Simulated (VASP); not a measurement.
A run of VASP 6.6.1:

Contents of INCAR:

```
PREC = Accurate ; ENCUT = 600
EDIFF = 1E-6 ; ISMEAR = -1
SIGMA = 0.05 ; LREAL = False
LASPH = True ; NELM = 80
ALGO = Normal ; ISIF = 3
LWAVE = False ; LCHARG = False
GGA = PS ; IBRION = 2
NSW = 80 ; EDIFFG = -0.02
```

The input KPOINTS:

```
Automatic mesh
0
Gamma
  4 4 2
```

File POSCAR:

```
HfIn4SiO6
1.0
    2.7158500000     -4.7035700000      0.0083300000
    2.7158500000      4.7035700000      0.0083300000
   -1.8791500000      0.0000000000      7.4012700000
Hf In Si O
1 4 1 6
Direct
    0.7883500000      0.2116500000      0.0000000000
    0.6217500000      0.3782500000      0.5000000000
    0.4550200000      0.5449800000      0.0000000000
    0.2840700000      0.7159300000      0.5000000000
    0.9581400000      0.0418600000      0.5000000000
    0.1216800000      0.8783200000      0.0000000000
    0.0621900000      0.1141500000      0.8666600000
    0.8858500000      0.9378100000      0.1333400000
    0.7949000000      0.5378400000      0.8666300000
    0.4621600000      0.2051000000      0.1333700000
    0.1535200000      0.6287900000      0.1333300000
    0.3712100000      0.8464800000      0.8666700000
```

Potentials or basis: VASP PAW PBE potentials, release 64 (Hf_pv, In_d, Si, O).

Command:

```sh
$ cat potpaw_PBE.64/Hf_pv/POTCAR potpaw_PBE.64/In_d/POTCAR potpaw_PBE.64/Si/POTCAR potpaw_PBE.64/O/POTCAR > POTCAR
$ mpirun -np 1 vasp_std > vasp.out
```

Hardware: 1 thread of Intel(R) Xeon(R) 6975P-C (Granite Rapids), with other jobs on the host.

Estimate the wall time of this run.

Wall time 14 min on 1 thread of Intel(R) Xeon(R) 6975P-C (Granite Rapids) (shared host), peak memory 0.53 GiB. Counts: scf iterations 90, k points 14, ion steps 11.
